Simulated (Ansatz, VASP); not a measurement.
## One calculation of SnSe, two programs

```
Sn Se
1.0
     4.28533    0.00000    0.00000
     0.00000    4.28533    0.00000
     0.00000    0.00000   10.99069
Sn Se
2 2
Direct
  0.50000 0.00000 0.37223
  0.00000 0.50000 0.62777
  0.50000 0.00000 0.61604
  0.00000 0.50000 0.38396
```

Alike in both runs: task single point; functional LDA; k mesh 6 × 6 × 2; no spin polarisation.

```csv
,VASP,Ansatz
version,VASP 6.6.1,Ansatz 0.2.0
potentials or method,"VASP PAW LDA potentials, release 64 (Sn_d, Se)","plane waves, PAW"
plane-wave cutoff (eV),520,420
occupations,"gaussian, width 0.01 eV",fixed
valence electrons in the cell,40,60
```

VASP gave:

| Quantity | Value |
| --- | --- |
| rms of the force components (eV/Å) | 0.090 |

Problem. Which values does Ansatz return?

Solution. rms of the force components (eV/Å): 0.101.

LDA's correlation is that of Perdew and Zunger in VASP and of Perdew and Wang (1992) in Ansatz. Atom by atom the forces differ by 0.013 eV/Å (rms over components). VASP's potentials hold 40 valence electrons a cell and Ansatz's 60, so a difference there can come from the potentials and not from the codes.
